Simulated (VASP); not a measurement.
Write the native input for VASP 6.6.1 that does the following.

* Task: relaxation of cell and atoms
* Functional: RPBE
* Potentials or basis: VASP PAW PBE potentials, release 64 (K_sv, Mg, F)
* Cutoff: 600 eV
* k mesh: 6 × 6 × 6
* Occupations: gaussian, width 0.01 eV
* Spin: no spin polarisation
* Dipole correction: no
* Further INCAR settings: ALGO = Normal; EDIFF = 1e-06; IBRION = 2; EDIFFG = -0.02; NSW = 100; ISIF = 3

The structure of KMgF3 lies in POSCAR:

```
KMgF3
1.0
    3.9859000000      0.0000000000      0.0000000000
    0.0000000000      3.9859000000      0.0000000000
    0.0000000000      0.0000000000      3.9859000000
K Mg F
1 1 3
Direct
    0.5000000000      0.5000000000      0.5000000000
    0.0000000000      0.0000000000      0.0000000000
    0.5000000000      0.0000000000      0.0000000000
    0.0000000000      0.5000000000      0.0000000000
    0.0000000000      0.0000000000      0.5000000000
```

These files were run (other wordings do the same):

INCAR

```
SYSTEM = KMgF3
PREC = Accurate
ENCUT = 600
EDIFF = 1E-6
ISMEAR = 0
SIGMA = 0.01
LREAL = .FALSE.
LASPH = .TRUE.
NELM = 100
ALGO = Normal
ISIF = 3
LWAVE = .FALSE.
LCHARG = .FALSE.
GGA = RP
IBRION = 2
NSW = 100
EDIFFG = -0.02
```

KPOINTS

```
Automatic mesh
0
G
  6 6 6
  0 0 0
```

Potentials or basis: VASP PAW PBE potentials, release 64 (K_sv, Mg, F).

Launch:

```bash
$ cat potpaw_PBE.64/K_sv/POTCAR potpaw_PBE.64/Mg/POTCAR potpaw_PBE.64/F/POTCAR > POTCAR
$ mpirun -np 1 vasp_std > vasp.out
```

It gave:

```json
{
 "Relaxed volume": "14.08 Å³/atom",
 "Relaxed cell": "a = 4.129 Å, b = 4.129 Å, c = 4.129 Å, α = 90.00°, β = 90.00°, γ = 90.00°",
 "Space group after relaxing (to 0.05 Å)": "Pm-3m (No. 221)",
 "Energy gained by relaxing": "29.4 meV/atom",
 "Ionic steps": "3",
 "Pressure after relaxing": "-0.1 GPa",
 "Band gap on the k mesh": "6.85 eV, indirect (least direct gap 7.16 eV)"
}
```

Caveat: the PAW data sets were made with another functional, which shifts forces and pressure a little; the volume moved by +11 % from the deposited cell, more than functionals usually miss.

It took 36 s on 1 thread of AMD EPYC 9R45 96-Core Processor (Zen 5), with other jobs on the host, peak memory 0.17 GiB.
